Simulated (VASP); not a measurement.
# TeMo5 (F-43m) in VASP: notebook

TeMo5 is run at these levels: PBE; tasks: single point, relaxation of cell and atoms.

Program: VASP 6.6.1. These are calculated values, not measurements. Logs are shortened: lines on timing, memory, paths and dates and some standing lists are left out, and cuts for length are marked.

## (1) The cell of the first run

The structure is cubic, space group F-43m (No. 216). Conventional cell: a = 7.440 Å, b = 7.440 Å, c = 7.440 Å, α = 90.00°, β = 90.00°, γ = 90.00°. Te (site symmetry -43m) has 16 Mo at 3.08 to 3.22 Å within 4.1 Å. Mo (site symmetry -43m) has 12 Mo at 3.09 Å and 4 Te at 3.22 Å within 4.1 Å. Mo (site symmetry 3m) has 9 Mo at 2.61 to 3.09 Å and 3 Te at 3.08 Å within 3.4 Å.

The cell was built from a structure type or drawn by symmetry, and may not be a known phase.

## (2) Single point, PBE

The input, INCAR:

```
SYSTEM = TeMo5
ALGO     = Normal         ! electronic algorithm
EDIFF    = 1E-6           ! SCF threshold, eV
ENCUT    = 520            ! plane-wave cutoff, eV
GGA      = PE             ! functional
ISIF     = 2              ! what is computed and relaxed
ISMEAR   = 0              ! smearing method
LASPH    = .TRUE.         ! aspherical terms in the spheres
LCHARG   = .TRUE.         ! write CHGCAR
LELF     = .TRUE.         ! ELF
LREAL    = .FALSE.        ! projectors in reciprocal space
LVHAR    = .TRUE.       
LWAVE    = .FALSE.        ! write WAVECAR
NBANDS   = 47             ! bands
NELM     = 80             ! most SCF steps
PREC     = Accurate       ! precision mode
SIGMA    = 0.1            ! smearing width, eV
```

The input, KPOINTS:

```
k-points
0
G
  4 4 4
  0 0 0
```

The input, POSCAR:

```
TeMo5
1.0
    0.0000000000      3.7201785752      3.7201785752
    3.7201785752      0.0000000000      3.7201785752
    3.7201785752      3.7201785752      0.0000000000
Te Mo
1 5
Direct
    0.0000000000      0.0000000000      0.0000000000
    0.2500000000      0.2500000000      0.2500000000
    0.6259836024      0.1220491927      0.6259836024
    0.6259836024      0.6259836024      0.1220491927
    0.6259836024      0.6259836024      0.6259836024
    0.1220491927      0.6259836024      0.6259836024
```

Potentials or basis: VASP PAW PBE potentials, release 64 (Te, Mo_sv).

Launch:

```
$ cat potpaw_PBE.64/Te/POTCAR potpaw_PBE.64/Mo_sv/POTCAR > POTCAR
$ mpirun -np 1 vasp_std > vasp.out
```

OUTCAR:

```text
SYSTEM = TeMo5
   EDIFF = 1E-6
   ENCUT = 520
   GGA = PE
   ISIF = 2
   ISMEAR = 0
   LASPH = .TRUE.
   LREAL = .FALSE.
   NELM = 80
   PREC = Accurate

 ion  position               nearest neighbor table
   1  0.000  0.000  0.000-   3 3.08   4 3.08   4 3.08   6 3.08   3 3.08   6 3.08   5 3.08   5 3.08
                             5 3.08   4 3.08   3 3.08   6 3.08   2 3.22   2 3.22   2 3.22   2 3.22
   2  0.250  0.250  0.250-   3 3.09   4 3.09   6 3.09   5 3.09   5 3.09   5 3.09   4 3.09   3 3.09
                             6 3.09   3 3.09   4 3.09   6 3.09   1 3.22   1 3.22   1 3.22   1 3.22
   3  0.626  0.122  0.626-   4 2.61   5 2.61   6 2.61   4 2.65   5 2.65   6 2.65   1 3.08   1 3.08
                             1 3.08   2 3.09   2 3.09   2 3.09
   4  0.626  0.626  0.122-   3 2.61   5 2.61   6 2.61   5 2.65   3 2.65   6 2.65   1 3.08   1 3.08
                             1 3.08   2 3.09   2 3.09   2 3.09
   5  0.626  0.626  0.626-   3 2.61   4 2.61   6 2.61   4 2.65   3 2.65   6 2.65   1 3.08   1 3.08
                             1 3.08   2 3.09   2 3.09   2 3.09
   6  0.122  0.626  0.626-   3 2.61   4 2.61   5 2.61   5 2.65   4 2.65   3 2.65   1 3.08   1 3.08
                             1 3.08   2 3.09   2 3.09   2 3.09

  LATTYP: Found a face centered cubic cell.
 ALAT       =     7.4403571504

  Lattice vectors:

 A1 = (   0.0000000000,   3.7201785752,   3.7201785752)
 A2 = (   3.7201785752,   0.0000000000,   3.7201785752)
 A3 = (   3.7201785752,   3.7201785752,   0.0000000000)

Analysis of symmetry for initial positions (statically):
=====================================================================
 Subroutine PRICEL returns:
 Original cell was already a primitive cell.

 Routine SETGRP: Setting up the symmetry group for a
 face centered cubic supercell.

 Subroutine GETGRP returns: Found 24 space group operations
 (whereof 24 operations were pure point group operations)
 out of a pool of 48 trial point group operations.

The static configuration has the point symmetry T_d .

Analysis of symmetry for dynamics (positions and initial velocities):
=====================================================================
 Subroutine PRICEL returns:
 Original cell was already a primitive cell.

 Routine SETGRP: Setting up the symmetry group for a
 face centered cubic supercell.

 Subroutine GETGRP returns: Found 24 space group operations
 (whereof 24 operations were pure point group operations)
 out of a pool of 48 trial point group operations.

The dynamic configuration has the point symmetry T_d .

 Subroutine INISYM returns: Found 24 space group operations
 (whereof 24 operations are pure point group operations),
[... 92 lines left out ...]
   NFREE  =      0    steps in history (QN), initial steepest desc. (CG)
   ISIF   =      2    stress and relaxation
   ISYM   =      2    0-nonsym 1-usesym 2-fastsym
   POTIM  = 0.5000    time-step for ionic-motion
   TEBEG  =    0.0;   TEEND  =   0.0 temperature during run
   PSTRESS=    0.0 pullay stress
   NELECT =      76.0000    total number of electrons
   NUPDOWN=      -1.0000    fix difference up-down
   EMIN   =  10.00;   EMAX   =-10.00  energy-range for DOS
   EFERMI =   0.00;   METHOD = LEGACY
   ISMEAR =     0;   SIGMA  =   0.10  broadening in eV -4-tet -1-fermi 0-gaus
   EFERMI_NEDOS =   21; number of points for ismear=-14 and -15
   IALGO  =     38    algorithm
   IMIX   =      4    mixing-type and parameters
     AMIX     =   0.40;   BMIX     =  1.00
     AMIX_MAG =   1.60;   BMIX_MAG =  1.00
  volume/ion in A,a.u.               =      17.16       115.82
  Fermi-wavevector in a.u.,A,eV,Ry     =   1.479468  2.795789 29.780780  2.188826
  Thomas-Fermi vector in A             =   2.593622
   LORBIT       =      0    0 simple, 1 ext, 2 COOP (PROOUT), +10 PAW based schemes
   GGA     = PE    functional components
   LHFCALC =     F    Hartree Fock is set to
   AEXX    =    0.0000 exact exchange contribution
   IVDW    =     0    specifies the selected vdW correction
   LEPSILON=     F    determine dielectric tensor
   LRPA    =     F    only Hartree local field effects (RPA)
 non-spin polarized calculation
 Gauss-broadening in eV      SIGMA  =   0.10
  energy-cutoff  :      520.00
  volume of cell :      102.97
 maximum number of plane-waves:      2788
   NGX = 19   NGY = 19   NGZ = 19

 number of electron      76.0000010 magnetization

 Free energy of the ion-electron system (eV)
  ---------------------------------------------------
  ext. energy  EPLUGINS =         0.00000000
  ---------------------------------------------------
  free energy    TOTEN  =       -54.60667583 eV

  energy without entropy =      -54.56427297  energy(sigma->0) =      -54.58547440

 E-fermi :  12.2314     XC(G=0): -12.7388

 val. band max:       12.2211581353   @ k =  -0.2500   0.2500   0.0000
 cond. band min:      12.2406447287   @ k =   0.5000   0.5000   0.0000
 fundamental gap:      0.0194865933
 Fermi energy:        12.2313844222

 k-point     1 :       0.0000    0.0000    0.0000
  band No.  band energies     occupation
      1     -49.0558      2.00000
      2     -48.9069      2.00000
      3     -48.5719      2.00000
      4     -48.5719      2.00000
      5     -48.5719      2.00000
      6     -24.1997      2.00000
[... 389 lines left out ...]
     46      14.0753      0.00000
     47      14.6829      0.00000

------------------------ aborting loop because EDIFF is reached ----------------------------------------

  FORCE on cell =-STRESS in cart. coord.  units (eV):
  Direction    XX          YY          ZZ          XY          YZ          ZX
  --------------------------------------------------------------------------------------
  -------------------------------------------------------------------------------------
  Total        0.2349833      0.2349833      0.2349833      0.0000000      0.0000000      0.0000000
  in kB        3.6561692      3.6561692      3.6561692      0.0000000      0.0000000      0.0000000
  external PRESSURE =       3.6561692 kB  Pullay stress =       0.0000000 kB

 VOLUME and BASIS-vectors are now :
 -----------------------------------------------------------------------------
  energy-cutoff  :      520.00
  volume of cell :      102.97
      direct lattice vectors                 reciprocal lattice vectors
     0.000000000  3.720178575  3.720178575    -0.134402150  0.134402150  0.134402150
     3.720178575  0.000000000  3.720178575     0.134402150 -0.134402150  0.134402150
     3.720178575  3.720178575  0.000000000     0.134402150  0.134402150 -0.134402150

 POSITION                                       TOTAL-FORCE (eV/Angst)
 -----------------------------------------------------------------------------------
      0.00000      0.00000      0.00000        -0.000000     -0.000000     -0.000000
      1.86009      1.86009      1.86009        -0.000000     -0.000000     -0.000000
      2.78282      4.65754      2.78282         0.034903     -0.034903      0.034903
      2.78282      2.78282      4.65754         0.034903      0.034903     -0.034903
      4.65754      4.65754      4.65754        -0.034903     -0.034903     -0.034903
      4.65754      2.78282      2.78282        -0.034903      0.034903      0.034903
 -----------------------------------------------------------------------------------
    total drift:                                0.000002      0.000002      0.000002

  FREE ENERGIE OF THE ION-ELECTRON SYSTEM (eV)
  ---------------------------------------------------
  free  energy   TOTEN  =       -54.6066758274 eV

  energy  without entropy=      -54.5642729715  energy(sigma->0) =      -54.58547440
```

stdout:

```text
POSCAR found type information on POSCAR TeMo
 POSCAR found :  2 types and       6 ions
 scaLAPACK will be used
 LDA part: xc-table for (Slater+PW92), standard interpolation
 POSCAR, INCAR and KPOINTS ok, starting setup
 FFT: planning ... GRIDC
 FFT: planning ... GRID_SOFT
 FFT: planning ... GRID
 WAVECAR not read
 entering main loop
```

Wall time 1.9 min (1 thread of Intel Xeon 8259CL, shared host); peak memory 0.24 GiB.

What came out:

```yaml
Free_energy: -54.6067 eV
Pressure: 0.4 GPa
Largest_force: 0.060 eV/Å
Band_gap_on_the_k_mesh: zero (bands 38 and 39 overlap by 1.00 eV)
```

Forces on the atoms (eV/Å):
```
Te   0.000  0.000  0.000
Mo   0.000  0.000  0.000
Mo   0.035 -0.035  0.035
Mo   0.035  0.035 -0.035
Mo  -0.035 -0.035 -0.035
Mo  -0.035  0.035  0.035
```

Caveat: the k points lie up to 0.37 Å⁻¹ apart, too coarse for converged energies and pressures of a metal; spin-orbit coupling is left out, which moves the levels of the heavy elements.

## (3) Single point, PBE

This run uses another cell than the first one, of 21.32 Å³/atom.

The input, INCAR:

```
PREC = Accurate ; ENCUT = 520
EDIFF = 1E-6 ; ISMEAR = 0
SIGMA = 0.1 ; LREAL = F
LASPH = T ; NELM = 60
ALGO = Normal ; ISIF = 2
LWAVE = F ; LCHARG = F
GGA = PE ; NBANDS = 47
```

The input, KPOINTS:

```
regular mesh
0
Gamma
  4 4 4
```

The input, POSCAR:

```
TeMo5
1.0
    0.0000000000      3.9994470400      3.9994470400
    3.9994470400      0.0000000000      3.9994470400
    3.9994470400      3.9994470400      0.0000000000
Te Mo
1 5
Direct
    0.0000000000      0.0000000000      0.0000000000
    0.2500000000      0.2500000000      0.2500000000
    0.6255728100      0.1232815800      0.6255728100
    0.6255728100      0.6255728100      0.1232815800
    0.6255728100      0.6255728100      0.6255728100
    0.1232815800      0.6255728100      0.6255728100
```

Potentials or basis: VASP PAW PBE potentials, release 64 (Te, Mo_sv).

Launch:

```
$ cat potpaw_PBE.64/Te/POTCAR potpaw_PBE.64/Mo_sv/POTCAR > POTCAR
$ mpirun -np 1 vasp_std > vasp.out
```

Run time: 2.7 min. Hardware: 1 thread of Intel Xeon 8259CL, shared host; peak memory 0.26 GiB.

It converged, with:

```yaml
Free_energy: -52.2656 eV
Pressure: -25.0 GPa
Largest_force: 0.104 eV/Å
Band_gap_on_the_k_mesh: zero (bands 38 and 39 overlap by 0.82 eV)
```

Forces in eV/Å, atoms in the order of the input:
```
Te   0.000  0.000  0.000
Mo   0.000  0.000  0.000
Mo   0.060 -0.060  0.060
Mo   0.060  0.060 -0.060
Mo  -0.060 -0.060 -0.060
Mo  -0.060  0.060  0.060
```

Levels at points of the mesh, in eV from the Fermi level:
```csv
k point,band 35,band 36,band 37,band 38,band 39,band 40,band 41,band 42
"(0.00, 0.00, 0.00)",-0.93,-0.93,0.61,0.61,0.61,1.12,1.12,1.12
"(0.50, 0.00, 0.00)",-1.13,-1.13,-0.79,0.18,0.34,0.34,0.64,0.64
"(0.50, 0.50, 0.00)",-1.25,-0.75,-0.75,-0.62,-0.21,0.01,0.42,0.71
```

Caveat: the cell stands under tension; spin-orbit coupling is left out, which moves the levels of the heavy elements.

(Continued in part 2 of 3.)
